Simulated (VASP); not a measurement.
# Ge (Imma) in VASP: a series of runs

Runs on Ge. Level: PBEsol. Tasks: single point.

Program: VASP 6.6.1. These are calculated values, not measurements. Logs are shortened: lines on timing, memory, paths and dates and some standing lists are left out, and cuts for length are marked.

### 1 The cell of the first run

The structure is orthorhombic, space group Imma (No. 74). The conventional cell has a = 4.992 Å, b = 5.302 Å, c = 2.874 Å, α = 90.00°, β = 90.00°, γ = 90.00°. Ge (site symmetry mm2) has 8 Ge at 2.68 to 3.08 Å within 3.5 Å.

### 2 Single point, PBEsol

INCAR reads:

```
SYSTEM = Ge
PREC = Accurate ; ENCUT = 520
EDIFF = 1E-6 ; ISMEAR = 1
SIGMA = 0.1 ; LREAL = .False.
LASPH = .True. ; NELM = 80
ALGO = Normal ; ISIF = 2
LWAVE = .False. ; LCHARG = .False.
GGA = PS ; NBANDS = 21
```

KPOINTS reads:

```
regular mesh
0
Gamma
  13 13 13
  0 0 0
```

POSCAR reads:

```
Ge
1.0
   -2.4958980000      2.6508630000      1.4369470000
    2.4958980000     -2.6508630000      1.4369470000
    2.4958980000      2.6508630000     -1.4369470000
Ge
2
Direct
    0.1859430000      0.9359430000      0.2500000000
    0.8140570000      0.0640570000      0.7500000000
```

Potentials or basis: VASP PAW PBE potentials, release 64 (Ge_d).

Launch:

```
> cat potpaw_PBE.64/Ge_d/POTCAR > POTCAR
> mpirun -np 1 vasp_std > vasp.out
```

OUTCAR:

```text
SYSTEM = Ge
   PREC = Accurate
   ENCUT = 520
   EDIFF = 1E-6
   ISMEAR = 1
   LREAL = .False.
   LASPH = .True.
   NELM = 80
   ISIF = 2
   GGA = PS

 ion  position               nearest neighbor table
   1  0.186  0.936  0.250-   2 2.68   2 2.68   2 2.72   2 2.72
   2  0.814  0.064  0.750-   1 2.68   1 2.68   1 2.72   1 2.72

  LATTYP: Found a body centered orthorhombic cell.
 ALAT       =     2.8738940000
 B/A-ratio  =     1.7369450648
 C/A-ratio  =     1.8447882907

  Lattice vectors:

 A1 = (   2.4958980000,  -2.6508630000,   1.4369470000)
 A2 = (  -2.4958980000,  -2.6508630000,  -1.4369470000)
 A3 = (   2.4958980000,   2.6508630000,  -1.4369470000)

Analysis of symmetry for initial positions (statically):
=====================================================================
 Subroutine PRICEL returns:
 Original cell was already a primitive cell.

 Routine SETGRP: Setting up the symmetry group for a
 body centered orthorhombic supercell.

 Subroutine GETGRP returns: Found  8 space group operations
 (whereof  4 operations were pure point group operations)
 out of a pool of  8 trial point group operations.

The static configuration has the point symmetry C_2h.
 The point group associated with its full space group is D_2h.

Analysis of symmetry for dynamics (positions and initial velocities):
=====================================================================
 Subroutine PRICEL returns:
 Original cell was already a primitive cell.

 Routine SETGRP: Setting up the symmetry group for a
 body centered orthorhombic supercell.

 Subroutine GETGRP returns: Found  8 space group operations
 (whereof  4 operations were pure point group operations)
 out of a pool of  8 trial point group operations.

The dynamic configuration has the point symmetry C_2h.
 The point group associated with its full space group is D_2h.

 Subroutine INISYM returns: Found  8 space group operations
 (whereof  4 operations are pure point group operations),
 and found     1 'primitive' translations

----------------------------------------------------------------------------------------

                                     Primitive cell

  volume of cell :      38.0290

  direct lattice vectors                    reciprocal lattice vectors
    -2.495898000  2.650863000  1.436947000     0.000000000  0.188617820  0.347959946
     2.495898000 -2.650863000  1.436947000     0.200328699  0.000000000  0.347959946
     2.495898000  2.650863000 -1.436947000     0.200328699  0.188617820  0.000000000

  length of vectors
     3.914255760  3.914255760  3.914255760     0.395793893  0.401506801  0.275151358

  position of ions in fractional coordinates (direct lattice)
     0.185943000  0.935943000  0.250000000
     0.814057000  0.064057000  0.750000000

  ion indices of the primitive-cell ions
   primitive index   ion index
                 1           1
                 2           2

----------------------------------------------------------------------------------------

 KPOINTS: regular mesh

Automatic generation of k-mesh.
 Grid dimensions read from file:
 generate k-points for:   13   13   13

 Generating k-lattice:

  Cartesian coordinates                     Fractional coordinates (reciprocal lattice)
     0.000000000  0.014509063  0.026766150     0.076923077  0.000000000  0.000000000
     0.015409900  0.000000000  0.026766150     0.000000000  0.076923077  0.000000000
     0.015409900  0.014509063  0.000000000     0.000000000  0.000000000  0.076923077

  Length of vectors
     0.030445684  0.030885139  0.021165489

  Shift w.r.t. Gamma in fractional coordinates (k-lattice)
     0.000000000  0.000000000  0.000000000

 Subroutine IBZKPT returns following result:
 ===========================================

 Found    343 irreducible k-points:

 Following reciprocal coordinates:
            Coordinates               Weight
  0.000000  0.000000  0.000000      1.000000
  0.076923  0.000000  0.000000      4.000000
  0.153846  0.000000 -0.000000      4.000000
  0.230769 -0.000000  0.000000      4.000000
  0.307692  0.000000 -0.000000      4.000000
  0.384615  0.000000  0.000000      4.000000
[... 16 lines left out ...]
  0.153846  0.153846 -0.000000      8.000000
  0.230769  0.153846 -0.000000      8.000000
 [... further k-points ...]
   k-points           NKPTS =    343   k-points in BZ     NKDIM =    343   number of bands    NBANDS=     21
   number of dos      NEDOS =    301   number of ions     NIONS =      2
   total plane-waves  NPLWV =  27000
   dimension x,y,z NGX =    30 NGY =   30 NGZ =   30
   dimension x,y,z NGXF=    60 NGYF=   60 NGZF=   60
   ions per type =               2
   NGX,Y,Z   is equivalent  to a cutoff of  12.74, 12.74, 12.74 a.u.
   NGXF,Y,Z  is equivalent  to a cutoff of  25.48, 25.48, 25.48 a.u.
 SYSTEM =  Ge
   PREC   = accura    normal or accurate (medium, high low for compatibility)
   ISTART =      0    job   : 0-new  1-cont  2-samecut
   ICHARG =      2    charge: 1-file 2-atom 10-const
   ISPIN  =      1    spin polarized calculation?
   LNONCOLLINEAR =      F non collinear calculations
   LSORBIT =      F    spin-orbit coupling
   LASPH  =      T    aspherical Exc in radial PAW
   ENCUT  =  520.0 eV  38.22 Ry    6.18 a.u.   7.28  7.28  7.28*2*pi/ulx,y,z
   NELM   =     80;   NELMIN=  2; NELMDL= -5     # of ELM steps
   EDIFF  = 0.1E-05   stopping-criterion for ELM
   LREAL  =      F    real-space projection
   EDIFFG = 0.1E-04   stopping-criterion for IOM
   NSW    =      0    number of steps for IOM
[... 5 lines left out ...]
   TEBEG  =    0.0;   TEEND  =   0.0 temperature during run
   PSTRESS=    0.0 pullay stress
   NELECT =      28.0000    total number of electrons
   NUPDOWN=      -1.0000    fix difference up-down
   EMIN   =  10.00;   EMAX   =-10.00  energy-range for DOS
   EFERMI =   0.00;   METHOD = LEGACY
   ISMEAR =     1;   SIGMA  =   0.10  broadening in eV -4-tet -1-fermi 0-gaus
   EFERMI_NEDOS =   21; number of points for ismear=-14 and -15
   IALGO  =     38    algorithm
   IMIX   =      4    mixing-type and parameters
     AMIX     =   0.40;   BMIX     =  1.00
     AMIX_MAG =   1.60;   BMIX_MAG =  1.00
  volume/ion in A,a.u.               =      19.01       128.32
  Fermi-wavevector in a.u.,A,eV,Ry     =   1.478277  2.793539 29.732860  2.185304
  Thomas-Fermi vector in A             =   2.592578
   LORBIT       =      0    0 simple, 1 ext, 2 COOP (PROOUT), +10 PAW based schemes
   GGA     = PS    functional components
   LHFCALC =     F    Hartree Fock is set to
   AEXX    =    0.0000 exact exchange contribution
   IVDW    =     0    specifies the selected vdW correction
   LEPSILON=     F    determine dielectric tensor
   LRPA    =     F    only Hartree local field effects (RPA)
 non-spin polarized calculation
 Methfessel and Paxton  Order N= 1 SIGMA  =   0.10
  energy-cutoff  :      520.00
  volume of cell :       38.03
 maximum number of plane-waves:      1044
 NGX is ok and might be reduce to    30
   NGX = 15   NGY = 15   NGZ = 15

 number of electron      28.0000014 magnetization

 Free energy of the ion-electron system (eV)
  ---------------------------------------------------
  ext. energy  EPLUGINS =         0.00000000
  ---------------------------------------------------
  free energy    TOTEN  =        -9.51702500 eV

  energy without entropy =       -9.51735057  energy(sigma->0) =       -9.51713352

 E-fermi :   6.3625     XC(G=0): -11.3400

 val. band max:        6.3492847233   @ k =  -0.3077  -0.3846   0.0769
 cond. band min:       6.3629700608   @ k =  -0.2308  -0.1538   0.0769
 fundamental gap:      0.0136853375
 Fermi energy:         6.3625468581

 k-point     1 :       0.0000    0.0000    0.0000
  band No.  band energies     occupation
      1     -18.2837      2.00000
      2     -18.2048      2.00000
      3     -18.2030      2.00000
      4     -18.2020      2.00000
      5     -18.1667      2.00000
      6     -18.1294      2.00000
[... 13 lines left out ...]
     20      17.1203      0.00000
     21      19.0453      0.00000

 k-point     2 :       0.0769    0.0000    0.0000
  band No.  band energies     occupation
      1     -18.2792      2.00000
      2     -18.2006      2.00000
      3     -18.1990      2.00000
      4     -18.1941      2.00000
      5     -18.1680      2.00000
      6     -18.1312      2.00000
[... 13 lines left out ...]
     20      17.5354      0.00000
     21      18.2645      0.00000

 k-point     3 :       0.1538    0.0000   -0.0000
  band No.  band energies     occupation
      1     -18.2666      2.00000
      2     -18.1908      2.00000
      3     -18.1857      2.00000
      4     -18.1728      2.00000
      5     -18.1710      2.00000
      6     -18.1352      2.00000
[... 13 lines left out ...]
     20      16.0404      0.00000
     21      18.4734      0.00000

 k-point     4 :       0.2308   -0.0000    0.0000
  band No.  band energies     occupation
      1     -18.2481      2.00000
      2     -18.1807      2.00000
      3     -18.1721      2.00000
      4     -18.1670      2.00000
      5     -18.1449      2.00000
      6     -18.1347      2.00000
[... 13 lines left out ...]
     20      14.8123      0.00000
     21      18.7153      0.00000

 k-point     5 :       0.3077    0.0000   -0.0000
  band No.  band energies     occupation
      1     -18.2270      2.00000
      2     -18.1797      2.00000
      3     -18.1606      2.00000
      4     -18.1577      2.00000
      5     -18.1249      2.00000
      6     -18.1221      2.00000
[... 13 lines left out ...]
     20      14.1305      0.00000
     21      19.4803      0.00000
[... 382 lines left out ...]
     20      16.0379      0.00000
     21      16.8953      0.00000

 k-point    22 :       0.0769    0.1538   -0.0000
  band No.  band energies     occupation
      1     -18.2639      2.00000
      2     -18.1863      2.00000
      3     -18.1849      2.00000
      4     -18.1692      2.00000
      5     -18.1490      2.00000
      6     -18.1286      2.00000
[... 13 lines left out ...]
     20      14.8981      0.00000
     21      16.5740      0.00000

 k-point    23 :       0.1538    0.1538   -0.0000
  band No.  band energies     occupation
      1     -18.2516      2.00000
      2     -18.1836      2.00000
      3     -18.1774      2.00000
      4     -18.1623      2.00000
      5     -18.1466      2.00000
      6     -18.1100      2.00000
[... 13 lines left out ...]
     20      14.2583      0.00000
     21      17.0181      0.00000

 k-point    24 :       0.2308    0.1538   -0.0000
  band No.  band energies     occupation
      1     -18.2382      2.00000
      2     -18.1819      2.00000
      3     -18.1713      2.00000
      4     -18.1624      2.00000
      5     -18.1406      2.00000
      6     -18.1141      2.00000
[... 13 lines left out ...]
     20      14.7963      0.00000
     21      17.9187      0.00000

 [... further k-points ...]

------------------------ aborting loop because EDIFF is reached ----------------------------------------

  FORCE on cell =-STRESS in cart. coord.  units (eV):
  Direction    XX          YY          ZZ          XY          YZ          ZX
  --------------------------------------------------------------------------------------
  -------------------------------------------------------------------------------------
  Total       -0.5181646     -0.9028882     -0.4844969      0.0000000      0.0000000      0.0000000
  in kB      -21.8304880    -38.0390555    -20.4120549      0.0000000      0.0000000      0.0000000
  external PRESSURE =     -26.7605328 kB  Pullay stress =       0.0000000 kB

 VOLUME and BASIS-vectors are now :
 -----------------------------------------------------------------------------
  energy-cutoff  :      520.00
  volume of cell :       38.03
      direct lattice vectors                 reciprocal lattice vectors
    -2.495898000  2.650863000  1.436947000     0.000000000  0.188617820  0.347959946
     2.495898000 -2.650863000  1.436947000     0.200328699  0.000000000  0.347959946
     2.495898000  2.650863000 -1.436947000     0.200328699  0.188617820  0.000000000

 POSITION                                       TOTAL-FORCE (eV/Angst)
 -----------------------------------------------------------------------------------
      2.49590     -1.32543      1.25285         0.000000      0.000000     -0.061441
      0.00000      3.97629      0.18409        -0.000000     -0.000000      0.061441
 -----------------------------------------------------------------------------------
    total drift:                                0.000000      0.000000     -0.000000

  FREE ENERGIE OF THE ION-ELECTRON SYSTEM (eV)
  ---------------------------------------------------
  free  energy   TOTEN  =        -9.5170249972 eV

  energy  without entropy=       -9.5173505745  energy(sigma->0) =       -9.51713352
```

Wall time 7.1 min (1 thread of Intel Xeon 8259CL, shared host); peak memory 0.33 GiB.

What came out:

```
Free energy            : -9.5170 eV
Pressure               : -2.7 GPa
Largest force          : 0.061 eV/Å
Band gap on the k mesh : zero (bands 14 and 15 overlap by 5.47 eV)
```

Forces on the atoms (eV/Å):
```
Ge   0.000  0.000 -0.061
Ge   0.000  0.000  0.061
```

Levels at points of the mesh, in eV from the Fermi level:
| k point | band 10 | band 11 | band 12 | band 13 | band 14 | band 15 | band 16 | band 17 | band 18 | band 19 |
| --- | --- | --- | --- | --- | --- | --- | --- | --- | --- | --- |
| (0.00, 0.00, 0.00) | -24.33 | -13.08 | -3.79 | -2.32 | -1.88 | 3.46 | 6.97 | 7.20 | 7.92 | 8.25 |

Caveat: the PAW data sets were made with another functional, which shifts forces and pressure a little.

### 3 Single point, PBEsol

INCAR reads:

```
PREC = Accurate ; ENCUT = 520
EDIFF = 1E-7 ; ISMEAR = 1
SIGMA = 0.05 ; LREAL = False
LASPH = True ; NELM = 80
ALGO = Normal ; ISIF = 2
LWAVE = False ; LCHARG = False
GGA = PS ; NBANDS = 21
```

KPOINTS reads:

```
Automatic mesh
0
Gamma
  13 13 13
```

POSCAR is that of step 2.

Potentials or basis: VASP PAW PBE potentials, release 64 (Ge_d).

Launch:

```
> cat potpaw_PBE.64/Ge_d/POTCAR > POTCAR
> mpirun -np 1 vasp_std > vasp.out
```

OUTCAR:

```text
PREC = Accurate
   ENCUT = 520
   EDIFF = 1E-7
   ISMEAR = 1
   LREAL = False
   LASPH = True
   NELM = 80
   ISIF = 2
   GGA = PS

 ion  position               nearest neighbor table
   1  0.186  0.936  0.250-   2 2.68   2 2.68   2 2.72   2 2.72
   2  0.814  0.064  0.750-   1 2.68   1 2.68   1 2.72   1 2.72

  LATTYP: Found a body centered orthorhombic cell.
 ALAT       =     2.8738940000
 B/A-ratio  =     1.7369450648
 C/A-ratio  =     1.8447882907

  Lattice vectors:
[... 764 lines left out ...]

 [... further k-points ...]

------------------------ aborting loop because EDIFF is reached ----------------------------------------

  FORCE on cell =-STRESS in cart. coord.  units (eV):
  Direction    XX          YY          ZZ          XY          YZ          ZX
  --------------------------------------------------------------------------------------
  -------------------------------------------------------------------------------------
  Total       -0.4977183     -0.8971331     -0.4948493      0.0000000      0.0000000      0.0000000
  in kB      -20.9690765    -37.7965880    -20.8482072      0.0000000      0.0000000      0.0000000
  external PRESSURE =     -26.5379573 kB  Pullay stress =       0.0000000 kB

 VOLUME and BASIS-vectors are now :
 -----------------------------------------------------------------------------
  energy-cutoff  :      520.00
  volume of cell :       38.03
      direct lattice vectors                 reciprocal lattice vectors
    -2.495898000  2.650863000  1.436947000     0.000000000  0.188617820  0.347959946
     2.495898000 -2.650863000  1.436947000     0.200328699  0.000000000  0.347959946
     2.495898000  2.650863000 -1.436947000     0.200328699  0.188617820  0.000000000

 POSITION                                       TOTAL-FORCE (eV/Angst)
 -----------------------------------------------------------------------------------
      2.49590     -1.32543      1.25285         0.000000      0.000000     -0.060712
      0.00000      3.97629      0.18409        -0.000000     -0.000000      0.060712
 -----------------------------------------------------------------------------------
    total drift:                                0.000000      0.000000     -0.000000

  FREE ENERGIE OF THE ION-ELECTRON SYSTEM (eV)
  ---------------------------------------------------
  free  energy   TOTEN  =        -9.5171189054 eV

  energy  without entropy=       -9.5171420176  energy(sigma->0) =       -9.51712661
```

Run time: 7.7 min. Hardware: 1 thread of Intel Xeon 8259CL, shared host; peak memory 0.33 GiB.

Results:

```yaml
Free_energy: -9.5171 eV
Pressure: -2.7 GPa
Largest_force: 0.061 eV/Å
Band_gap_on_the_k_mesh: zero (bands 14 and 15 overlap by 5.47 eV)
```

Forces on the atoms (eV/Å):
```
Ge   0.000  0.000 -0.061
Ge   0.000  0.000  0.061
```

Caveat: the PAW data sets were made with another functional, which shifts forces and pressure a little.
